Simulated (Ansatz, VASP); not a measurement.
## Two plane-wave programs on Ge15W

```
W Ge
1.0
     0.00000    5.65754    5.65754
     5.65754    0.00000    5.65754
     5.65754    5.65754    0.00000
W Ge
1 15
Direct
  0.00000 0.00000 0.00000
  0.99949 0.99949 0.50051
  0.99949 0.50051 0.99949
  0.99949 0.50051 0.50051
  0.50051 0.99949 0.99949
  0.50051 0.99949 0.50051
  0.50051 0.50051 0.99949
  0.50000 0.50000 0.50000
  0.12628 0.12628 0.12628
  0.12628 0.12628 0.62115
  0.12628 0.62115 0.12628
  0.12533 0.62489 0.62489
  0.62115 0.12628 0.12628
  0.62489 0.12533 0.62489
  0.62489 0.62489 0.12533
  0.62489 0.62489 0.62489
```

Alike in both runs: task single point; functional PBEsol; k mesh 3 × 3 × 3; occupations gaussian, width 0.05 eV; collinear spin; Hubbard terms W d U = 2.0 eV.

```csv
,VASP,Ansatz
version,VASP 6.6.1,Ansatz 0.2.0
potentials or method,"VASP PAW PBE potentials, release 64 (W_sv, Ge_d), cutoff 520 eV","scalar-relativistic, plane waves, PAW"
valence electrons in the cell,224,224
```

Ansatz gave:

```
gap on the k mesh at the Fermi level (eV)                     : 0.39
least direct gap on the mesh (eV)                             : 0.40
pressure (GPa)                                                : 1.4
rms of the force components (eV/Å)                            : 0.002
net moment per atom (μB)                                      : 0.13
size of the moment on the site where the two differ most (μB) : 1.24
```

**Question.** Estimate VASP's values.

**Answer.** gap on the k mesh at the Fermi level (eV): 0.11; least direct gap on the mesh (eV): 0.21; pressure (GPa): 1.4; rms of the force components (eV/Å): 0.012; net moment per atom (μB): 0.12; size of the moment on the site where the two differ most (μB): 1.48.

VASP's potentials were made for PBE, not for PBEsol. Site moments also hang on the region over which each program counts them. The programs project onto different local orbitals, so the same U acts differently, and such runs can settle in different states. Atom by atom the forces differ by 0.014 eV/Å (rms over components). Ansatz's warnings: specified occupation not kept, symmetry narrowed by occupation matrices.

Spin-orbit coupling is off throughout.
